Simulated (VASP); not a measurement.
# Ni (I4/mmm) in VASP: a series of runs

The runs below take Ni through single point, with PBEsol.

All numbers are computed with VASP 6.6.1; they aren't measurements. Logs are shortened: lines on timing, memory, paths and dates and some standing lists are left out, and cuts for length are marked.

### Step 1. The cell of the first run

The structure is tetragonal, space group I4/mmm (No. 139). Conventional cell: a = 2.400 Å, b = 2.400 Å, c = 3.540 Å, α = 90.00°, β = 90.00°, γ = 90.00°. Within 3.2 Å of Ni (site symmetry 4/mmm) lie 12 Ni at 2.40 to 2.45 Å.

### Step 2. Single point, PBEsol, collinear spin, ferromagnetic start (biaxial strain in the a-b plane: -2.0 %, then relaxed in part)

Contents of INCAR:

```
  ALGO = Normal
  EDIFF = 1E-7
  ENCUT = 520
  GGA = PS
  ISIF = 2
  ISMEAR = 0
  ISPIN = 2
  LASPH = T
  LCHARG = F
  LMAXMIX = 4
  LORBIT = 11
  LREAL = F
  LWAVE = F
  MAGMOM = 0.73 0.73
  NBANDS = 21
  NELM = 150
  PREC = Accurate
  SIGMA = 0.1
```

Contents of KPOINTS:

```
k-points
0
Gamma
  22 22 16
```

Contents of POSCAR:

```
Ni
1.0
    1.6969432069      1.6969432069      0.0000000000
   -1.6969432069      1.6969432069      0.0000000000
    0.0000000000      0.0000000000      3.5404527766
Ni
2
Direct
    0.0000000000      0.0000000000      0.0000000000
    0.5000000000      0.5000000000      0.5000000000
```

Potentials or basis: VASP PAW PBE potentials, release 64 (Ni).

Launch:

```bash
cat potpaw_PBE.64/Ni/POTCAR > POTCAR
mpirun -np 1 vasp_std > vasp.out
```

OUTCAR:

```text
EDIFF = 1E-7
   ENCUT = 520
   GGA = PS
   ISIF = 2
   ISMEAR = 0
   ISPIN = 2
   LASPH = T
   LORBIT = 11
   LREAL = F
   NELM = 150
   PREC = Accurate

 ion  position               nearest neighbor table
   1  0.000  0.000  0.000-   2 2.45   2 2.45   2 2.45   2 2.45   2 2.45   2 2.45   2 2.45   2 2.45

   2  0.500  0.500  0.500-   1 2.45   1 2.45   1 2.45   1 2.45   1 2.45   1 2.45   1 2.45   1 2.45

  LATTYP: Found a simple tetragonal cell.
 ALAT       =     2.3998400978
 C/A-ratio  =     1.4752869493

  Lattice vectors:

 A1 = (   1.6969432069,   1.6969432069,   0.0000000000)
 A2 = (  -1.6969432069,   1.6969432069,   0.0000000000)
 A3 = (   0.0000000000,   0.0000000000,   3.5404527766)

Analysis of symmetry for initial positions (statically):
=====================================================================
 Subroutine PRICEL returns following result:

  LATTYP: Found a body centered tetragonal cell.
 ALAT       =     2.3998400978
 C/A-ratio  =     1.4752869493

  Lattice vectors:

 A1 = (   1.6969432069,   0.0000000000,  -1.7702263883)
 A2 = (  -1.6969432069,   0.0000000000,  -1.7702263883)
 A3 = (   0.0000000000,   1.6969432069,   1.7702263883)

   2 primitive cells build up your supercell.

 Routine SETGRP: Setting up the symmetry group for a
 simple tetragonal supercell.

 Subroutine GETGRP returns: Found 16 space group operations
 (whereof 16 operations were pure point group operations)
 out of a pool of 16 trial point group operations.

The static configuration has the point symmetry D_4h.

Analysis of symmetry for dynamics (positions and initial velocities):
=====================================================================
 Subroutine PRICEL returns following result:

  LATTYP: Found a body centered tetragonal cell.
 ALAT       =     2.3998400978
 C/A-ratio  =     1.4752869493

  Lattice vectors:

 A1 = (   1.6969432069,   0.0000000000,  -1.7702263883)
 A2 = (  -1.6969432069,   0.0000000000,  -1.7702263883)
 A3 = (   0.0000000000,   1.6969432069,   1.7702263883)

   2 primitive cells build up your supercell.

 Routine SETGRP: Setting up the symmetry group for a
 simple tetragonal supercell.

 Subroutine GETGRP returns: Found 16 space group operations
 (whereof 16 operations were pure point group operations)
 out of a pool of 16 trial point group operations.

The dynamic configuration has the point symmetry D_4h.

Analysis of structural, dynamic, and magnetic symmetry:
=====================================================================
 Subroutine PRICEL returns following result:

  LATTYP: Found a body centered tetragonal cell.
 ALAT       =     2.3998400978
 C/A-ratio  =     1.4752869493

  Lattice vectors:

 A1 = (   1.6969432069,   0.0000000000,  -1.7702263883)
 A2 = (  -1.6969432069,   0.0000000000,  -1.7702263883)
 A3 = (   0.0000000000,   1.6969432069,   1.7702263883)

   2 primitive cells build up your supercell.

 Routine SETGRP: Setting up the symmetry group for a
 simple tetragonal supercell.

 Subroutine GETGRP returns: Found 16 space group operations
 (whereof 16 operations were pure point group operations)
 out of a pool of 16 trial point group operations.

The overall configuration has the point symmetry D_4h.

 Subroutine INISYM returns: Found 16 space group operations
 (whereof 16 operations are pure point group operations),
 and found     2 'primitive' translations

----------------------------------------------------------------------------------------

                                     Primitive cell

  volume of cell :      10.1951

  direct lattice vectors                    reciprocal lattice vectors
     1.696943207  0.000000000 -1.770226388     0.294647457  0.294647457 -0.282449750
    -1.696943207  0.000000000 -1.770226388    -0.294647457  0.294647457 -0.282449750
     0.000000000  1.696943207  1.770226388     0.000000000  0.589294913  0.000000000

  length of vectors
     2.452206703  2.452206703  2.452206703     0.503400545  0.503400545  0.589294913

  position of ions in fractional coordinates (direct lattice)
     0.000000000  0.000000000  0.000000000

  ion indices of the primitive-cell ions
   primitive index   ion index
                 1           1

----------------------------------------------------------------------------------------

 KPOINTS: k-points

Automatic generation of k-mesh.
 Grid dimensions read from file:
 generate k-points for:   22   22   16

 Generating k-lattice:

  Cartesian coordinates                     Fractional coordinates (reciprocal lattice)
     0.013393066  0.013393066  0.000000000     0.045454545  0.000000000  0.000000000
    -0.013393066  0.013393066  0.000000000     0.000000000  0.045454545  0.000000000
     0.000000000  0.000000000  0.017653109     0.000000000  0.000000000  0.062500000

  Length of vectors
     0.018940656  0.018940656  0.017653109

  Shift w.r.t. Gamma in fractional coordinates (k-lattice)
     0.000000000  0.000000000  0.000000000

 Subroutine IBZKPT returns following result:
 ===========================================

 Found    702 irreducible k-points:

 Following reciprocal coordinates:
            Coordinates               Weight
  0.000000  0.000000  0.000000      1.000000
  0.045455  0.000000  0.000000      4.000000
  0.090909  0.000000  0.000000      4.000000
  0.136364  0.000000  0.000000      4.000000
  0.181818  0.000000  0.000000      4.000000
  0.227273  0.000000  0.000000      4.000000
[... 16 lines left out ...]
  0.500000  0.045455  0.000000      4.000000
  0.090909  0.090909  0.000000      4.000000
 [... further k-points ...]
   k-points           NKPTS =    702   k-points in BZ     NKDIM =    702   number of bands    NBANDS=     21
   number of dos      NEDOS =    301   number of ions     NIONS =      2
   total plane-waves  NPLWV =   9072
   dimension x,y,z NGX =    18 NGY =   18 NGZ =   28
   dimension x,y,z NGXF=    36 NGYF=   36 NGZF=   56
   ions per type =               2
   NGX,Y,Z   is equivalent  to a cutoff of  12.47, 12.47, 13.15 a.u.
   NGXF,Y,Z  is equivalent  to a cutoff of  24.94, 24.94, 26.30 a.u.
 SYSTEM =  unknown system
   PREC   = accura    normal or accurate (medium, high low for compatibility)
   ISTART =      0    job   : 0-new  1-cont  2-samecut
   ICHARG =      2    charge: 1-file 2-atom 10-const
   ISPIN  =      2    spin polarized calculation?
   LNONCOLLINEAR =      F non collinear calculations
   LSORBIT =      F    spin-orbit coupling
   LASPH  =      T    aspherical Exc in radial PAW
   ENCUT  =  520.0 eV  38.22 Ry    6.18 a.u.   4.46  4.46  6.58*2*pi/ulx,y,z
   NELM   =    150;   NELMIN=  2; NELMDL= -5     # of ELM steps
   EDIFF  = 0.1E-06   stopping-criterion for ELM
   LREAL  =      F    real-space projection
   EDIFFG = 0.1E-05   stopping-criterion for IOM
   NSW    =      0    number of steps for IOM
   IBRION =     -1    ionic relax: 0-MD 1-quasi-New 2-CG
   NFREE  =      0    steps in history (QN), initial steepest desc. (CG)
   ISIF   =      2    stress and relaxation
   ISYM   =      2    0-nonsym 1-usesym 2-fastsym
   POTIM  = 0.5000    time-step for ionic-motion
   TEBEG  =    0.0;   TEEND  =   0.0 temperature during run
   PSTRESS=    0.0 pullay stress
   NELECT =      20.0000    total number of electrons
   NUPDOWN=      -1.0000    fix difference up-down
   EMIN   =  10.00;   EMAX   =-10.00  energy-range for DOS
   EFERMI =   0.00;   METHOD = LEGACY
   ISMEAR =     0;   SIGMA  =   0.10  broadening in eV -4-tet -1-fermi 0-gaus
   EFERMI_NEDOS =   21; number of points for ismear=-14 and -15
   IALGO  =     38    algorithm
   IMIX   =      4    mixing-type and parameters
     AMIX     =   0.40;   BMIX     =  1.00
     AMIX_MAG =   1.60;   BMIX_MAG =  1.00
  volume/ion in A,a.u.               =      10.20        68.80
  Fermi-wavevector in a.u.,A,eV,Ry     =   1.626586  3.073802 35.998049  2.645782
  Thomas-Fermi vector in A             =   2.719521
   LORBIT       =     11    0 simple, 1 ext, 2 COOP (PROOUT), +10 PAW based schemes
   GGA     = PS    functional components
   LHFCALC =     F    Hartree Fock is set to
   AEXX    =    0.0000 exact exchange contribution
   IVDW    =     0    specifies the selected vdW correction
   LEPSILON=     F    determine dielectric tensor
   LRPA    =     F    only Hartree local field effects (RPA)
 spin polarized calculation
 Gauss-broadening in eV      SIGMA  =   0.10
  energy-cutoff  :      520.00
  volume of cell :       20.39
 maximum number of plane-waves:       566
 NGX is ok and might be reduce to    18
   NGX =  9   NGY =  9   NGZ = 13

 number of electron      19.9999978 magnetization       1.2160377

 Free energy of the ion-electron system (eV)
  ---------------------------------------------------
  ext. energy  EPLUGINS =         0.00000000
  ---------------------------------------------------
  free energy    TOTEN  =       -12.26238626 eV

  energy without entropy =      -12.24506503  energy(sigma->0) =      -12.25372565

 E-fermi :  10.1360     XC(G=0): -13.8254

 val. band max:       10.1355058350   @ k =   0.4091   0.2727   0.3750
 cond. band min:      10.1364417052   @ k =   0.2273   0.0909   0.3125
 fundamental gap:      0.0009358702
 Fermi energy:        10.1360386277

 spin component 1

 k-point     1 :       0.0000    0.0000    0.0000
  band No.  band energies     occupation
      1       0.6146      1.00000
      2       5.0367      1.00000
      3       5.6109      1.00000
      4       7.3600      1.00000
      5       7.6517      1.00000
      6       7.6517      1.00000
[... 565 lines left out ...]
     20      36.9879      0.00000
     21      37.6140      0.00000

 [... further k-points ...]

 spin component 2

 k-point     1 :       0.0000    0.0000    0.0000
  band No.  band energies     occupation
      1       0.6084      1.00000
      2       5.3854      1.00000
      3       6.1981      1.00000
      4       8.0637      1.00000
      5       8.3529      1.00000
      6       8.3529      1.00000
[... 565 lines left out ...]
     20      36.9667      0.00000
     21      37.7435      0.00000

 [... further k-points ...]

------------------------ aborting loop because EDIFF is reached ----------------------------------------

  FORCE on cell =-STRESS in cart. coord.  units (eV):
  Direction    XX          YY          ZZ          XY          YZ          ZX
  --------------------------------------------------------------------------------------
  -------------------------------------------------------------------------------------
  Total        0.8376240      0.8376240      0.0000614      0.0000000     -0.0000000      0.0000000
  in kB       65.8167278     65.8167278      0.0048257      0.0000000     -0.0000000      0.0000000
  external PRESSURE =      43.8794271 kB  Pullay stress =       0.0000000 kB

 VOLUME and BASIS-vectors are now :
 -----------------------------------------------------------------------------
  energy-cutoff  :      520.00
  volume of cell :       20.39
      direct lattice vectors                 reciprocal lattice vectors
     1.696943207  1.696943207  0.000000000     0.294647457  0.294647457  0.000000000
    -1.696943207  1.696943207  0.000000000    -0.294647457  0.294647457  0.000000000
     0.000000000  0.000000000  3.540452777     0.000000000  0.000000000  0.282449750

 POSITION                                       TOTAL-FORCE (eV/Angst)
 -----------------------------------------------------------------------------------
      0.00000      0.00000      0.00000        -0.000000     -0.000000      0.000000
      0.00000      1.69694      1.77023         0.000000      0.000000     -0.000000
 -----------------------------------------------------------------------------------
    total drift:                                0.000000     -0.000000     -0.000000

  FREE ENERGIE OF THE ION-ELECTRON SYSTEM (eV)
  ---------------------------------------------------
  free  energy   TOTEN  =       -12.2623862611 eV

  energy  without entropy=      -12.2450650308  energy(sigma->0) =      -12.25372565

 total charge

# of ion       s       p       d       tot
------------------------------------------
    1        0.529   0.564   8.345   9.438
    2        0.529   0.564   8.345   9.438
--------------------------------------------------
tot          1.059   1.127  16.690  18.876

 magnetization (x)

# of ion       s       p       d       tot
------------------------------------------
    1       -0.006  -0.024   0.642   0.612
    2       -0.006  -0.024   0.642   0.612
--------------------------------------------------
tot         -0.012  -0.047   1.283   1.224
```

It took 12 min on 1 thread of Intel Xeon 8259CL, shared host; peak memory 0.48 GiB.

What came out:

```
Free energy                                           : -12.2624 eV
Pressure                                              : 4.4 GPa
Net moment                                            : 1.22 μB per cell
Site moments                                          : Ni +0.61 μB
Valence electrons inside the program's atomic spheres : Ni 9.44
```

Levels at points of the mesh, in eV from the Fermi level:
Spin up:
```tsv
k point	band 8	band 9	band 10	band 11	band 12	band 13	band 14	band 15
(0.00, 0.00, 0.00)	-1.15	-0.49	-0.42	-0.42	1.76	9.03	16.12	16.12
(0.50, 0.00, 0.00)	-1.74	-1.37	-1.37	1.25	1.25	11.62	11.62	12.98
(0.50, 0.50, 0.00)	-0.50	-0.30	-0.30	2.79	2.79	10.18	10.18	15.01
(0.00, 0.00, 0.50)	-1.58	-1.58	-1.58	-0.83	-0.83	19.74	19.74	20.54
(0.50, 0.00, 0.50)	-0.62	-0.51	-0.51	-0.46	-0.46	6.14	6.14	22.42
(0.50, 0.50, 0.50)	-1.41	-0.30	-0.30	8.12	8.12	8.12	8.12	10.66
```
Spin down:
```
           k point  band 6  band 7  band 8  band 9  band 10  band 11  band 12  band 13  band 14  band 15
(0.00, 0.00, 0.00)   -1.78   -0.87   -0.56    0.12     0.38     0.38     1.75     9.31    16.15    16.15
(0.50, 0.00, 0.00)   -2.48   -1.19   -1.19   -0.61    -0.61     1.80     1.80    11.83    11.83    13.12
(0.50, 0.50, 0.00)    0.09    0.30    0.30    0.52     0.52     2.79     2.79    10.44    10.44    15.04
(0.00, 0.00, 0.50)   -1.67   -0.85   -0.85   -0.85    -0.85    -0.23    -0.23    19.80    19.80    20.62
(0.50, 0.00, 0.50)   -1.83   -0.48   -0.48    0.11     0.11     0.22     0.22     6.55     6.55    22.34
(0.50, 0.50, 0.50)   -2.70   -0.84   -0.84    0.52     0.52     8.31     8.31     8.31     8.31    10.85
```

Caveat: the cell differs from its parent crystal (biaxial strain in the a-b plane: -2.0 %, then relaxed in part); the stress differs along the axes, from 0 to 7 GPa; the PAW data sets were made with another functional, which shifts forces and pressure a little.

(Continued in part 2 of 2.)
